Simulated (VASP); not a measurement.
**La2FeCo2C: single point with PBE**

La2FeCo2C:

```
La Co Fe C
1.0
    -2.03730    2.97381    4.47276
     4.07461    0.00000    0.00000
     2.03730    2.97381   -4.47276
La Co Fe C
2 2 1 1
Direct
  0.30654 0.80654 0.69346
  0.69346 0.19346 0.30654
  0.79647 0.50000 0.79647
  0.20353 0.50000 0.20353
  0.00000 0.00000 0.00000
  0.50000 0.50000 0.50000
```

- Program: VASP 6.6.1
- Task: single point
- Functional: PBE
- Potentials or basis: VASP PAW PBE potentials, release 64 (La, Co_sv, Fe_sv, C_h)
- Cutoff: 1300 eV
- k mesh: 5 × 5 × 5
- Occupations: gaussian, width 0.0121 eV
- Spin: no spin polarisation
- Dipole correction: no
- Further INCAR settings: ALGO = Normal; EDIFF = 1e-06; NBANDS = 47

| Item | Value |
| --- | --- |
| Pressure | -0.2 GPa |
| Largest force | 0.020 eV/Å |
| Band gap on the k mesh | zero (bands 38 and 39 overlap by 0.30 eV) |

Forces in eV/Å, atoms in the order of the input:
```
La   0.000  0.000 -0.003
La   0.000  0.000  0.003
Co   0.000  0.020  0.000
Co   0.000 -0.020  0.000
Fe   0.000  0.000  0.000
C    0.000  0.000  0.000
```

Stress tensor (GPa, compression positive):
```
-0.24  0.00  0.00
 0.00 -0.13  0.00
 0.00  0.00 -0.16
```

Levels at points of the mesh, in eV from the Fermi level:
| k point | band 34 | band 35 | band 36 | band 37 | band 38 | band 39 | band 40 | band 41 | band 42 | band 43 |
| --- | --- | --- | --- | --- | --- | --- | --- | --- | --- | --- |
| (0.00, 0.00, 0.00) | -1.23 | -1.08 | -0.96 | -0.62 | -0.56 | -0.08 | 0.04 | 0.33 | 0.65 | 1.56 |

Run time: 27 min on 1 thread of Intel(R) Xeon(R) Platinum 8259CL CPU @ 2.50GHz (Skylake/Cascade Lake), with other jobs on the host, peak memory 0.96 GiB.

Caveat: spin-orbit coupling is left out, which moves the levels of the heavy elements; the run has no spin polarisation, though such a crystal can be magnetic. Spin polarisation is off, so any magnetic state and its effect on volume and gap are missing.
